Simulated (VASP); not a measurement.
Crystal: Mg3Be.

```
Mg Be
1.0
    -2.07664    2.07664    4.38814
     2.07664   -2.07664    4.38814
     2.07664    2.07664   -4.38814
Mg Be
3 1
Cartesian
  0.0000 0.0000 4.3881
  2.0766 0.0000 2.1941
  0.0000 2.0766 2.1941
  0.0000 0.0000 0.0000
```

| Quantity | Value |
| --- | --- |
| Program | VASP 6.6.1 |
| Task | relaxation of cell and atoms |
| Functional | PBE |
| Potentials or basis | VASP PAW PBE potentials, release 64 (Mg, Be) |
| Cutoff | 600 eV |
| k mesh | 16 × 16 × 16 |
| Occupations | gaussian, width 0.1 eV |
| Spin | no spin polarisation |

At the start: pressure -0.0 GPa; volume 18.92 Å³/atom.

Question: Where does the relaxation end?

Answer: Over 8 steps the energy falls by 8.1 meV/atom and the volume is 18.76 Å³/atom (-0.8 %); space group I4/mmm (No. 139, to 0.1 Å) before and after.

Step by step:
| step | energy change (eV) | largest force (eV/Å) | pressure (GPa) | volume (Å³) |
| --- | --- | --- | --- | --- |
| 1 | 0.0000 | 0.0000 | -0.02 | 75.69 |
| 2 | -0.0054 | 0.0000 | -0.01 | 75.66 |
| 3 | -0.0180 | 0.0000 | 0.00 | 75.54 |
| 4 | -0.0303 | 0.0000 | 0.09 | 75.14 |
| 5 | -0.0311 | 0.0000 | 0.12 | 75.02 |
| 6 | -0.0320 | 0.0000 | 0.19 | 74.74 |
| 7 | -0.0316 | 0.0000 | -0.34 | 75.62 |
| 8 | -0.0322 | 0.0000 | 0.00 | 75.05 |

Final structure:
```
Mg Be
1.0
    -2.17861    2.17861    3.95329
     2.17861   -2.17861    3.95329
     2.17861    2.17861   -3.95329
Mg Be
3 1
Cartesian
  0.0000 0.0000 3.9533
  2.1786 0.0000 1.9766
  0.0000 2.1786 1.9766
  -2.1786 2.1786 3.9533
```
